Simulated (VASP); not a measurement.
# Te4Mo5 (I4/m) in VASP: single point with LDA+U

Aim: the single point of Te4Mo5 with LDA+U.

Program: VASP 6.6.1. These are calculated values, not measurements. Logs are shortened: lines on timing, memory, paths and dates and some standing lists are left out, and cuts for length are marked.

### 1 The cell of the first run

It takes space group I4/m (No. 87, tetragonal). The conventional cell has a = 10.277 Å, b = 10.277 Å, c = 3.814 Å, α = 90.00°, β = 90.00°, γ = 90.00°. Within 3.7 Å of Te (site symmetry m) lie 6 Mo at 2.80 to 2.94 Å. Within 3.9 Å of Mo (site symmetry 4/m) lie 4 Te at 2.94 Å and 10 Mo at 2.99 to 3.81 Å. Within 3.7 Å of Mo (site symmetry m) lie 5 Te at 2.80 to 2.85 Å and 6 Mo at 2.99 to 3.47 Å.

### 2 Single point, LDA+U

File INCAR:

```
SYSTEM = Te4Mo5
ALGO = Normal
EDIFF = 1E-6
ENCUT = 520
GGA = CA
ISIF = 2
ISMEAR = -5
LASPH = .TRUE.
LCHARG = .FALSE.
LDAU = .TRUE.
LDAUJ = 0 0
LDAUL = -1 2
LDAUPRINT = 1
LDAUTYPE = 2
LDAUU = 0 1.28
LMAXMIX = 4
LREAL = .FALSE.
LWAVE = .FALSE.
NBANDS = 57
NELM = 150
PREC = Accurate
SIGMA = 0.1
```

File KPOINTS:

```
k-points
0
G
  5 5 5
  0 0 0
```

File POSCAR:

```
Te4Mo5
1.0
    0.0000000000      0.0000000000      3.8138360000
    5.1383660000     -5.1383660000      1.9069180000
    5.1383660000      5.1383660000     -1.9069180000
Te Mo
4 5
Direct
    0.2797000000      0.7792000000      0.3386000000
    0.0589000000      0.6614000000      0.7792000000
    0.7203000000      0.2208000000      0.6614000000
    0.9411000000      0.3386000000      0.2208000000
    0.0000000000      0.0000000000      0.0000000000
    0.3752000000      0.9392000000      0.6896000000
    0.3144000000      0.3104000000      0.9392000000
    0.6248000000      0.0608000000      0.3104000000
    0.6856000000      0.6896000000      0.0608000000
```

Potentials or basis: VASP PAW LDA potentials, release 64 (Te, Mo_sv).

Started as:

```console
$ cat potpaw_LDA.64/Te/POTCAR potpaw_LDA.64/Mo_sv/POTCAR > POTCAR
$ mpirun -np 1 vasp_std > vasp.out
```

OUTCAR:

```text
SYSTEM = Te4Mo5
   EDIFF = 1E-6
   ENCUT = 520
   GGA = CA
   ISIF = 2
   ISMEAR = -5
   LASPH = .TRUE.
   LREAL = .FALSE.
   NELM = 150
   PREC = Accurate

 ion  position               nearest neighbor table
   1  0.280  0.779  0.339-   6 2.80   8 2.80   8 2.80   9 2.85   9 2.85   5 2.94
   2  0.059  0.661  0.779-   7 2.80   9 2.80   9 2.80   6 2.85   6 2.85   5 2.94
   3  0.720  0.221  0.661-   8 2.80   6 2.80   6 2.80   7 2.85   7 2.85   5 2.94
   4  0.941  0.339  0.221-   9 2.80   7 2.80   7 2.80   8 2.85   8 2.85   5 2.94
   5  0.000  0.000  0.000-   1 2.94   2 2.94   3 2.94   4 2.94   8 2.99   9 2.99   6 2.99   7 2.99
                             8 2.99   9 2.99   6 2.99   7 2.99
   6  0.375  0.939  0.690-   1 2.80   3 2.80   3 2.80   2 2.85   2 2.85   5 2.99   5 2.99   9 3.25
                             7 3.25   8 3.47   8 3.47
   7  0.314  0.310  0.939-   2 2.80   4 2.80   4 2.80   3 2.85   3 2.85   5 2.99   5 2.99   8 3.25
                             6 3.25   9 3.47   9 3.47
   8  0.625  0.061  0.310-   3 2.80   1 2.80   1 2.80   4 2.85   4 2.85   5 2.99   5 2.99   7 3.25
                             9 3.25   6 3.47   6 3.47
   9  0.686  0.690  0.061-   4 2.80   2 2.80   2 2.80   1 2.85   1 2.85   5 2.99   5 2.99   6 3.25
                             8 3.25   7 3.47   7 3.47

  LATTYP: Found a body centered tetragonal cell.
 ALAT       =    10.2767320000
 C/A-ratio  =     0.3711136965

  Lattice vectors:

 A1 = (   5.1383660000,  -5.1383660000,  -1.9069180000)
 A2 = (  -5.1383660000,   5.1383660000,  -1.9069180000)
 A3 = (   5.1383660000,   5.1383660000,   1.9069180000)

Analysis of symmetry for initial positions (statically):
=====================================================================
 Subroutine PRICEL returns:
 Original cell was already a primitive cell.

 Routine SETGRP: Setting up the symmetry group for a
 body centered tetragonal supercell.

 Subroutine GETGRP returns: Found  8 space group operations
 (whereof  8 operations were pure point group operations)
 out of a pool of 16 trial point group operations.

The static configuration has the point symmetry C_4h.

[... 170 lines left out ...]
spin component  1
[... 149 lines left out ...]
  o =  0.3336  v = -0.4933  0.0000 -0.8659  0.0000  0.0832  0.0000  0.0000  0.0000  0.0000  0.0000      0.0000  0.0000  0.0000  0.0000  0.0000  0.0000  0.0000  0.0000  0.0000  0.0000
  o =  0.3336  v =  0.0000  0.0000  0.0000  0.0000  0.0000 -0.4933  0.0000 -0.8659  0.0000  0.0832      0.0000  0.0000  0.0000  0.0000  0.0000  0.0000  0.0000  0.0000  0.0000  0.0000
  o =  0.3670  v = -0.0000 -0.4686 -0.0000 -0.8834  0.0000  0.0000  0.0000  0.0000  0.0000  0.0000      0.0000  0.0000  0.0000  0.0000  0.0000  0.0000  0.0000  0.0000  0.0000  0.0000
  o =  0.3670  v =  0.0000  0.0000  0.0000  0.0000  0.0000 -0.0000 -0.4686 -0.0000 -0.8834  0.0000      0.0000  0.0000  0.0000  0.0000  0.0000  0.0000  0.0000  0.0000  0.0000  0.0000
  o =  0.3887  v =  0.3214  0.0000 -0.2703 -0.0000 -0.9075  0.0000  0.0000  0.0000  0.0000  0.0000      0.0000  0.0000  0.0000  0.0000  0.0000  0.0000  0.0000  0.0000  0.0000  0.0000
  o =  0.3887  v =  0.0000  0.0000  0.0000  0.0000  0.0000  0.3214  0.0000 -0.2703 -0.0000 -0.9075      0.0000  0.0000  0.0000  0.0000  0.0000  0.0000  0.0000  0.0000  0.0000  0.0000
  o =  0.4480  v =  0.0000  0.0000  0.0000  0.0000  0.0000  0.0000  0.8834  0.0000 -0.4686  0.0000      0.0000  0.0000  0.0000  0.0000  0.0000  0.0000  0.0000  0.0000  0.0000  0.0000
  o =  0.4480  v =  0.0000  0.8834  0.0000 -0.4686  0.0000  0.0000  0.0000  0.0000  0.0000  0.0000      0.0000  0.0000  0.0000  0.0000  0.0000  0.0000  0.0000  0.0000  0.0000  0.0000
  o =  0.4633  v = -0.8083  0.0000  0.4210 -0.0000 -0.4116  0.0000  0.0000  0.0000  0.0000  0.0000      0.0000  0.0000  0.0000  0.0000  0.0000  0.0000  0.0000  0.0000  0.0000  0.0000
  o =  0.4633  v =  0.0000  0.0000  0.0000  0.0000  0.0000 -0.8083  0.0000  0.4210 -0.0000 -0.4116      0.0000  0.0000  0.0000  0.0000  0.0000  0.0000  0.0000  0.0000  0.0000  0.0000

 number of electron      93.9999990 magnetization

 Free energy of the ion-electron system (eV)
  ---------------------------------------------------
  ext. energy  EPLUGINS =         0.00000000
  ---------------------------------------------------
  free energy    TOTEN  =       -65.95955632 eV

  energy without entropy =      -65.95955632  energy(sigma->0) =      -65.95955632

 E-fermi :   9.5377     XC(G=0): -11.3005

 val. band max:        9.6215694555   @ k =   0.0000   0.0000   0.0000
 cond. band min:       9.4880548749   @ k =   0.0000   0.4000  -0.2000
 fundamental gap:     -0.1335145807
 Fermi energy:         9.5377125551

 k-point     1 :       0.0000    0.0000    0.0000
  band No.  band energies     occupation
      1     -51.7312      2.00000
      2     -51.3739      2.00000
      3     -51.3656      2.00000
      4     -51.3656      2.00000
      5     -51.3647      2.00000
      6     -26.0636      2.00000
[... 1249 lines left out ...]
     56      11.1564      0.00000
     57      11.4659      0.00000

------------------------ aborting loop because EDIFF is reached ----------------------------------------

  FORCE on cell =-STRESS in cart. coord.  units (eV):
  Direction    XX          YY          ZZ          XY          YZ          ZX
  --------------------------------------------------------------------------------------
  -------------------------------------------------------------------------------------
  Total      -19.2656950    -19.2656950    -17.8045719     -0.0000001      0.0000000      0.0000000
  in kB     -153.2685977   -153.2685977   -141.6446054     -0.0000010      0.0000000      0.0000000
  external PRESSURE =    -149.3939336 kB  Pullay stress =       0.0000000 kB

 VOLUME and BASIS-vectors are now :
 -----------------------------------------------------------------------------
  energy-cutoff  :      520.00
  volume of cell :      201.39
      direct lattice vectors                 reciprocal lattice vectors
     0.000000000  0.000000000  3.813836000     0.000000000  0.097307198  0.262203199
     5.138366000 -5.138366000  1.906918000     0.097307198 -0.097307198  0.000000000
     5.138366000  5.138366000 -1.906918000     0.097307198  0.097307198  0.000000000

 POSITION                                       TOTAL-FORCE (eV/Angst)
 -----------------------------------------------------------------------------------
      5.74367     -2.26396      1.90692         0.077347     -0.544879     -0.000000
      7.40233      0.60530      0.00000         0.544879      0.077347     -0.000000
      4.53307      2.26396      1.90692        -0.077347      0.544879      0.000000
      2.87440     -0.60530      3.81384        -0.544879     -0.077347      0.000000
      0.00000      0.00000      0.00000        -0.000000      0.000000     -0.000000
      8.36937     -1.28254      1.90692         0.782353      0.893457      0.000000
      6.42090      3.23100      0.00000        -0.893457      0.782353     -0.000000
      1.90736      1.28254      1.90692        -0.782353     -0.893457     -0.000000
      3.85583     -3.23100      3.81384         0.893457     -0.782353      0.000000
 -----------------------------------------------------------------------------------
    total drift:                               -0.000000     -0.000000      0.000000

  FREE ENERGIE OF THE ION-ELECTRON SYSTEM (eV)
  ---------------------------------------------------
  free  energy   TOTEN  =       -65.9595563236 eV

  energy  without entropy=      -65.9595563236  energy(sigma->0) =      -65.95955632
```

OSZICAR:

```text
N       E                     dE             d eps       ncg     rms          rms(c)
DAV:   1     0.994166007420E+03    0.99417E+03   -0.50770E+04  2610   0.156E+03
DAV:   2    -0.110854307048E+02   -0.10053E+04   -0.97757E+03  2712   0.453E+02
DAV:   3    -0.668594939266E+02   -0.55774E+02   -0.53264E+02  3082   0.878E+01
DAV:   4    -0.689165352460E+02   -0.20570E+01   -0.19858E+01  2940   0.138E+01
DAV:   5    -0.689937352750E+02   -0.77200E-01   -0.77264E-01  3204   0.254E+00    0.258E+01
DAV:   6    -0.665011034239E+02    0.24926E+01   -0.11322E+01  2832   0.148E+01    0.885E+00
DAV:   7    -0.674273501616E+02   -0.92625E+00   -0.69667E+00  3054   0.119E+01    0.120E+01
DAV:   8    -0.660139388068E+02    0.14134E+01   -0.11159E+01  3115   0.908E+00    0.363E+00
DAV:   9    -0.659728354073E+02    0.41103E-01   -0.25571E-01  2820   0.214E+00    0.195E+00
DAV:  10    -0.659597754370E+02    0.13060E-01   -0.37704E-02  3136   0.896E-01    0.975E-01
DAV:  11    -0.659595809685E+02    0.19447E-03   -0.75854E-03  3148   0.427E-01    0.188E-01
DAV:  12    -0.659595736585E+02    0.73100E-05   -0.94982E-04  2867   0.147E-01    0.106E-01
DAV:  13    -0.659595466781E+02    0.26980E-04   -0.52518E-05  2940   0.331E-02    0.483E-02
DAV:  14    -0.659595602686E+02   -0.13591E-04   -0.21071E-05  2956   0.215E-02    0.210E-02
DAV:  15    -0.659595568846E+02    0.33841E-05   -0.27656E-06  2180   0.917E-03    0.852E-03
DAV:  16    -0.659595563236E+02    0.56103E-06   -0.35178E-07  1748   0.286E-03
   1 F= -.65959556E+02 E0= -.65959556E+02  d E =0.000000E+00
```

stdout:

```text
POSCAR found type information on POSCAR TeMo
 POSCAR found :  2 types and       9 ions
 scaLAPACK will be used
 LDA part: xc-table for (Slater(with rela. corr.)+CA(PZ))
 , standard interpolation
 POSCAR, INCAR and KPOINTS ok, starting setup
 FFT: planning ... GRIDC
 FFT: planning ... GRID_SOFT
 FFT: planning ... GRID
 WAVECAR not read
 entering main loop
 -----------------------------------------------------------------------------
|                                                                             |
|           W    W    AA    RRRRR   N    N  II  N    N   GGGG   !!!           |
|           W    W   A  A   R    R  NN   N  II  NN   N  G    G  !!!           |
|           W    W  A    A  R    R  N N  N  II  N N  N  G       !!!           |
|           W WW W  AAAAAA  RRRRR   N  N N  II  N  N N  G  GGG   !            |
|           WW  WW  A    A  R   R   N   NN  II  N   NN  G    G                |
|           W    W  A    A  R    R  N    N  II  N    N   GGGG   !!!           |
|                                                                             |
|     Tetrahedron method does not include variations of the Fermi             |
|     occupations, so forces and stress will be inaccurate. We suggest        |
|     using a different smearing scheme ISMEAR = 1 or 2 for metals in         |
|     relaxations.                                                            |
|                                                                             |
 -----------------------------------------------------------------------------
```

Wall time 3.7 min (1 thread of Intel Xeon Platinum 8259CL at 2.50GHz (Skylake/Cascade Lake), shared host); peak memory 0.34 GiB.

What came out:

- Free energy: -65.9596 eV
- Pressure: -14.9 GPa
- Largest force: 1.188 eV/Å
- Band gap on the k mesh: zero (band 47 reaches 9.79 eV, above the bottom of band 48 at 9.03 eV)

Forces in eV/Å, atoms in the order of the input:
```
Te   0.077 -0.545  0.000
Te   0.545  0.077  0.000
Te  -0.077  0.545  0.000
Te  -0.545 -0.077  0.000
Mo   0.000  0.000  0.000
Mo   0.782  0.893  0.000
Mo  -0.893  0.782  0.000
Mo  -0.782 -0.893  0.000
Mo   0.893 -0.782  0.000
```

Levels at points of the mesh, in eV from the Fermi level:
| k point | band 45 | band 46 | band 47 | band 48 | band 49 | band 50 |
| --- | --- | --- | --- | --- | --- | --- |
| (0.00, 0.00, 0.00) | -0.48 | 0.08 | 0.26 | 0.47 | 0.59 | 0.64 |

Eigenvalues of the final occupation matrices:
| site | spin | trace | eigenvalues |
| --- | --- | --- | --- |
| site 5 d | 1 | 1.91 | 0.24 0.30 0.45 0.46 0.46 |
| site 5 d | 2 | 1.91 | 0.24 0.30 0.45 0.46 0.46 |
| site 6 d | 1 | 2.00 | 0.33 0.37 0.39 0.45 0.46 |
| site 6 d | 2 | 2.00 | 0.33 0.37 0.39 0.45 0.46 |
| site 7 d | 1 | 2.00 | 0.33 0.37 0.39 0.45 0.46 |
| site 7 d | 2 | 2.00 | 0.33 0.37 0.39 0.45 0.46 |
| site 8 d | 1 | 2.00 | 0.33 0.37 0.39 0.45 0.46 |
| site 8 d | 2 | 2.00 | 0.33 0.37 0.39 0.45 0.46 |
| site 9 d | 1 | 2.00 | 0.33 0.37 0.39 0.45 0.46 |
| site 9 d | 2 | 2.00 | 0.33 0.37 0.39 0.45 0.46 |

Caveat: spin-orbit coupling is left out, which moves the levels of the heavy elements; U without spin polarisation on a metal has little footing; the U is typed as a test and isn't derived for this compound; forces of over 1 eV/Å act on the atoms, so gaps and moduli don't describe the material at rest; tetrahedron occupations give inexact forces and stress in metals.
